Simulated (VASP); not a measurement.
Input of a VASP 6.6.1 run:

File INCAR:

```
SYSTEM = Te2Mo
PREC     = Accurate       ! precision mode
ENCUT    = 520            ! plane-wave cutoff, eV
EDIFF    = 1E-6           ! SCF threshold, eV
ISMEAR   = -1             ! smearing method
SIGMA    = 0.05           ! smearing width, eV
LREAL    = .FALSE.        ! projectors in reciprocal space
LASPH    = .TRUE.         ! aspherical terms in the spheres
NELM     = 60             ! most SCF steps
ALGO     = Normal         ! electronic algorithm
ISIF     = 2              ! what is computed and relaxed
LWAVE    = .FALSE.        ! write WAVECAR
LCHARG   = .TRUE.         ! write CHGCAR
LELF     = .TRUE.         ! ELF
LVHAR    = .TRUE.       
NBANDS   = 64             ! bands
```

File KPOINTS:

```
regular mesh
0
G
  4 8 2
  0 0 0
```

POSCAR

```
Te2Mo
1.0
    6.3464495577      0.0000000000      0.0000000000
    0.0000000000      3.4942155400      0.0000000000
   -0.5490254083      0.0000000000     14.8561586148
Te Mo
8 4
Direct
    0.0630865700      0.5000000000      0.4013918100
    0.9362609700      0.0000000000      0.5989235800
    0.5672046900      0.0000000000      0.3620628100
    0.4325395100      0.5000000000      0.6382740100
    0.0910474500      0.0000000000      0.1379227500
    0.9094538900      0.5000000000      0.8617520200
    0.5810927600      0.5000000000      0.0985498300
    0.4193469800      0.0000000000      0.9011539900
    0.3196862200      0.0000000000      0.5068268200
    0.6797845000      0.5000000000      0.4935200200
    0.1814915000      0.5000000000      0.0065316300
    0.8190039500      0.0000000000      0.9930897200
```

Potentials or basis: VASP PAW LDA potentials, release 64 (Te, Mo_sv).

Command:

```bash
$ cat potpaw_LDA.64/Te/POTCAR potpaw_LDA.64/Mo_sv/POTCAR > POTCAR
$ mpirun -np 1 vasp_std > vasp.out
```

Problem. What does it give for the largest force?

Solution. 0.348 eV/Å.

Problem. Estimate the band gap on the k mesh.

Solution. Zero (band 52 reaches 7.10 eV, above the bottom of band 53 at 6.95 eV).

Stress tensor (GPa, compression positive):
```
-4.27  0.00  0.00
 0.00 -4.91  0.00
 0.00  0.00 -3.89
```

Caveat: spin-orbit coupling is left out, which moves the levels of the heavy elements.
